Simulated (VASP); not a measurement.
# Sn (R-3m) in VASP: notebook, part 2 of 2

VASP 6.6.1. The steps go on from the part before.

### 4 Single point, PBE (equal xy, yz and zx shear strains of -2 %)

File INCAR:

```
SYSTEM = Sn
PREC = Accurate
ENCUT = 520
EDIFF = 1E-6
ISMEAR = -1
SIGMA = 0.03
LREAL = .FALSE.
LASPH = .TRUE.
NELM = 100
ALGO = Normal
ISIF = 2
LWAVE = .FALSE.
LCHARG = .FALSE.
GGA = PE
NBANDS = 21
```

File KPOINTS:

```
regular mesh
0
G
  9 9 9
  0 0 0
```

File POSCAR:

```
Sn
1.0
   -0.0649120000      3.2131440000      3.2131440000
    3.2131440000     -0.0649120000      3.2131440000
    3.2131440000      3.2131440000     -0.0649120000
Sn
2
Direct
    0.5000000000      0.5000000000      0.5000000000
    0.7500000000      0.7500000000      0.7500000000
```

Potentials or basis: VASP PAW PBE potentials, release 64 (Sn_d).

Run with:

```bash
cat potpaw_PBE.64/Sn_d/POTCAR > POTCAR
mpirun -np 1 vasp_std > vasp.out
```

OUTCAR:

```text
SYSTEM = Sn
   PREC = Accurate
   ENCUT = 520
   EDIFF = 1E-6
   ISMEAR = -1
   LREAL = .FALSE.
   LASPH = .TRUE.
   NELM = 100
   ISIF = 2
   GGA = PE

 ion  position               nearest neighbor table
   1  0.500  0.500  0.500-   2 2.75   2 2.83   2 2.83   2 2.83
   2  0.750  0.750  0.750-   1 2.75   1 2.83   1 2.83   1 2.83

  LATTYP: Found a trigonal (rhomboedric) cell.
 ALAT       =     4.5445354325
 COS(alpha) =     0.4797000918

  Lattice vectors:
[... 763 lines left out ...]

 [... further k-points ...]

------------------------ aborting loop because EDIFF is reached ----------------------------------------

  FORCE on cell =-STRESS in cart. coord.  units (eV):
  Direction    XX          YY          ZZ          XY          YZ          ZX
  --------------------------------------------------------------------------------------
  -------------------------------------------------------------------------------------
  Total        1.3826557      1.3826557      1.3826557      0.4769983      0.4769983      0.4769983
  in kB       32.4071500     32.4071500     32.4071500     11.1800462     11.1800462     11.1800462
  external PRESSURE =      32.4071500 kB  Pullay stress =       0.0000000 kB

 VOLUME and BASIS-vectors are now :
 -----------------------------------------------------------------------------
  energy-cutoff  :      520.00
  volume of cell :       68.36
      direct lattice vectors                 reciprocal lattice vectors
    -0.064912000  3.213144000  3.213144000    -0.150973003  0.154085849  0.154085849
     3.213144000 -0.064912000  3.213144000     0.154085849 -0.150973003  0.154085849
     3.213144000  3.213144000 -0.064912000     0.154085849  0.154085849 -0.150973003

 POSITION                                       TOTAL-FORCE (eV/Angst)
 -----------------------------------------------------------------------------------
      3.18069      3.18069      3.18069        -0.216016     -0.216016     -0.216016
      4.77103      4.77103      4.77103         0.216016      0.216016      0.216016
 -----------------------------------------------------------------------------------
    total drift:                                0.000000      0.000000      0.000000

  FREE ENERGIE OF THE ION-ELECTRON SYSTEM (eV)
  ---------------------------------------------------
  free  energy   TOTEN  =        -7.6252008447 eV

  energy  without entropy=       -7.6248045829  energy(sigma->0) =       -7.62500271
```

Wall time 48 s (1 thread of Intel Xeon 6975P-C (Granite Rapids), shared host); peak memory 0.25 GiB.

What came out:

- Free energy: -7.6252 eV
- Pressure: 3.2 GPa
- Largest force: 0.374 eV/Å
- Band gap on the k mesh: zero (bands 14 and 15 overlap by 0.24 eV)

Forces in eV/Å, atoms in the order of the input:
```
Sn  -0.216 -0.216 -0.216
Sn   0.216  0.216  0.216
```

Caveat: the cell differs from its parent crystal (equal xy, yz and zx shear strains of -2 %); the cell stands under pressure; spin-orbit coupling is left out, which moves the levels of the heavy elements.

### 5 Single point, PBE (equal xy, yz and zx shear strains of +1 %)

File INCAR:

```
PREC = Accurate ; ENCUT = 520
EDIFF = 1E-7 ; ISMEAR = -1
SIGMA = 0.03 ; LREAL = F
LASPH = T ; NELM = 60
ALGO = Normal ; ISIF = 2
LWAVE = F ; LCHARG = F
GGA = PE ; NBANDS = 21
```

File KPOINTS:

```
Automatic mesh
0
Gamma
  9 9 9
```

File POSCAR:

```
Sn
1.0
    0.0324560000      3.2618280000      3.2618280000
    3.2618280000      0.0324560000      3.2618280000
    3.2618280000      3.2618280000      0.0324560000
Sn
2
Direct
    0.5000000000      0.5000000000      0.5000000000
    0.7500000000      0.7500000000      0.7500000000
```

Run with:

```bash
cat potpaw_PBE.64/Sn_d/POTCAR > POTCAR
mpirun -np 1 vasp_std > vasp.out
```

Run time: 56 s. Hardware: 1 thread of Intel Xeon 6975P-C (Granite Rapids), shared host; peak memory 0.25 GiB.

It converged, with:

* Free energy: -7.6362 eV
* Pressure: 3.2 GPa
* Largest force: 0.161 eV/Å
* Band gap on the k mesh: zero (bands 14 and 15 overlap by 0.11 eV)

Forces in eV/Å, atoms in the order of the input:
```
Sn   0.093  0.093  0.093
Sn  -0.093 -0.093 -0.093
```

Stress tensor (GPa, compression positive):
```
 3.16 -0.52 -0.52
-0.52  3.16 -0.52
-0.52 -0.52  3.16
```

Levels at points of the mesh, in eV from the Fermi level:
```tsv
k point	band 11	band 12	band 13	band 14	band 15	band 16	band 17	band 18
(0.00, 0.00, 0.00)	-10.57	-0.62	0.10	0.13	0.13	2.08	2.25	2.25
```

Caveat: the cell differs from its parent crystal (equal xy, yz and zx shear strains of +1 %); the cell stands under pressure; spin-orbit coupling is left out, which moves the levels of the heavy elements.

### 6 Summary

| cell | gap on the mesh (eV) | pressure (GPa) | largest force (eV/Å) |
| --- | --- | --- | --- |
| a = 4.567 Å, angles 60.7°, 2 atoms | none | 3.2 | 0.18 |
| a = 4.636 Å, angles 58.7°, 2 atoms | none | 3.2 | 0.31 |
| a = 4.545 Å, angles 61.3°, 2 atoms | none | 3.2 | 0.37 |
| a = 4.613 Å, angles 59.3°, 2 atoms | none | 3.2 | 0.16 |

Alike in all rows: task single point; level PBE; potentials or basis VASP PAW PBE potentials, release 64 (Sn_d); no spin polarisation; k mesh 9 × 9 × 9; cutoff (eV) 520; smearing fermi-dirac 0.03 eV.

Caveats: the cell stands under pressure; spin-orbit coupling is left out, which moves the levels of the heavy elements.

Absolute energies hang on the potentials; compare differences alone.
